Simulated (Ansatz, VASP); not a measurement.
Co in VASP and in Ansatz

```xyz
1
Lattice="-1.4023 1.4023 1.4023 1.4023 -1.4023 1.4023 1.4023 1.4023 -1.4023" Properties=species:S:1:pos:R:3 pbc="T T T"
Co    0.0000    0.0000    0.0000
```

Alike in both runs: task relaxation of cell and atoms; functional PBEsol; k mesh 8 × 8 × 8; occupations gaussian, width 0.1 eV; collinear spin.

```csv
,VASP,Ansatz
version,VASP 6.6.1,Ansatz 0.2.0
potentials or method,"VASP PAW PBE potentials, release 64 (Co), cutoff 600 eV","scalar-relativistic, plane waves, PAW"
valence electrons in the cell,9,17
```

|  | VASP | Ansatz | Ansatz less VASP |
| --- | --- | --- | --- |
| gap on the k mesh at the Fermi level, each at its own relaxed structure (eV) | none | none | - |
| net moment per atom (μB) | 1.81 | 1.81 | 0.000 |
| size of the moment on the site where the two differ most (μB) | 1.81 | 1.85 | +0.043 |
| relaxed volume (Å³/atom) | 10.60 | 10.63 | +0.028 |
| relaxed cell length with the largest relative difference (Å) | 2.397 | 2.399 | +0.0021 |

VASP's potentials were made for PBE, not for PBEsol. Site moments also hang on the region over which each program counts them. A gap of «none» marks a metal or a gap that the smearing closes. VASP's potentials hold 9 valence electrons a cell and Ansatz's 17, so a difference there can come from the potentials and not from the codes.

The k mesh is coarse, so the values compare programs but aren't converged.
